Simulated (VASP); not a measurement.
## NbTe: vibrations by perturbation theory with PBEsol

NbTe:

```
CELL_PARAMETERS angstrom
3.70297 0.00000 0.00000
-1.85149 3.20687 0.00000
0.00000 0.00000 3.69421
ATOMIC_POSITIONS crystal
Te 0.66667 0.33333 0.00000
Nb 0.00000 0.00000 0.50000
```

* Program: VASP 6.6.1
* Task: vibrations by perturbation theory
* Functional: PBEsol
* Potentials or basis: VASP PAW PBE potentials, release 64 (Te, Nb_sv)
* Cutoff: 520 eV
* k mesh: 8 × 8 × 7
* Occupations: fermi-dirac, width 0.05 eV
* Spin: no spin polarisation
* Dipole correction: no
* Further INCAR settings: ALGO = Normal; EDIFF = 1e-08; IBRION = 8; NSW = 1

```
Highest phonon frequency at Γ, LO-TO splitting left out : 216 cm⁻¹
```

Phonon frequencies in cm⁻¹ (negative: imaginary):
| q point | frequencies |
| --- | --- |
| (0.000, 0.000, 0.000) | 0 0 0 216 216 216 |

Run time: 6 min on 1 thread of Intel(R) Xeon(R) Platinum 8488C (Sapphire Rapids) (shared host), peak memory 0.36 GiB.

Caveat: the cell wasn't relaxed at this level first, which shifts response properties.
